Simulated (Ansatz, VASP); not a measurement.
**GaSb in VASP and in Ansatz**

Contents of INCAR:

```
SYSTEM = GaSb
PREC = Accurate ; ENCUT = 500
EDIFF = 1E-6 ; ISMEAR = 0
SIGMA = 0.05 ; LREAL = .False.
LASPH = .True. ; NELM = 120
ALGO = Normal ; ISIF = 2
LWAVE = .False. ; LCHARG = .True.
GGA = RE ; IVDW = 13
LELF = .True. ; LVHAR = .True.
NBANDS = 16 ; GGA_COMPAT = .False.
```

KPOINTS

```
regular mesh
0
Gamma
  6 6 6
  0 0 0
```

File POSCAR:

```
GaSb
1.0
    0.0000000000      3.0590005565      3.0590005565
    3.0590005565      0.0000000000      3.0590005565
    3.0590005565      3.0590005565      0.0000000000
Ga Sb
1 1
Direct
    0.0000000000      0.0000000000      0.0000000000
    0.7500000000      0.7500000000      0.7500000000
```

Input for Ansatz:

```yaml
crystal:
  lattice:
    - [0.0, 3.0590005565, 3.0590005565]
    - [3.0590005565, 0.0, 3.0590005565]
    - [3.0590005565, 3.0590005565, 0.0]
  atoms:
    - { symbol: Ga, position: [0.0, 0.0, 0.0] }
    - { symbol: Sb, position: [0.75, 0.75, 0.75] }
basis:
  ecutwfc: 420
  ecutrho_ratio: 4
kpoints:
  mp_grid: { grid: [6, 6, 6] }
hamiltonian:
  xc: revpbe
  dispersion: d4
scf:
  occupations: { method: gaussian, width: 0.05 }
output:
  forces: true
  stress: true
  eigenvalues: true
```

Alike in both runs: task single point; functional revPBE; dispersion D4; k mesh 6 × 6 × 6; occupations gaussian, width 0.05 eV; no spin polarisation.

```csv
,VASP,Ansatz
version,VASP 6.6.1,Ansatz 0.2.0
potentials or method,"VASP PAW PBE potentials, release 64 (Ga_d, Sb), cutoff 500 eV","scalar-relativistic, plane waves, PAW"
valence electrons in the cell,18,28
```

Ansatz gave:

```
gap on the k mesh at the Fermi level (eV) : 0.10
least direct gap on the mesh (eV)         : 0.10
pressure (GPa)                            : -0.7
```

Task: What did VASP give for the same quantities?

Result: gap on the k mesh at the Fermi level (eV): 0.11; least direct gap on the mesh (eV): 0.11; pressure (GPa): -0.6.

VASP's potentials were made for PBE, not for revPBE. VASP's potentials hold 18 valence electrons a cell and Ansatz's 28, so a difference there can come from the potentials and not from the codes.

Neither program's run includes spin-orbit coupling.
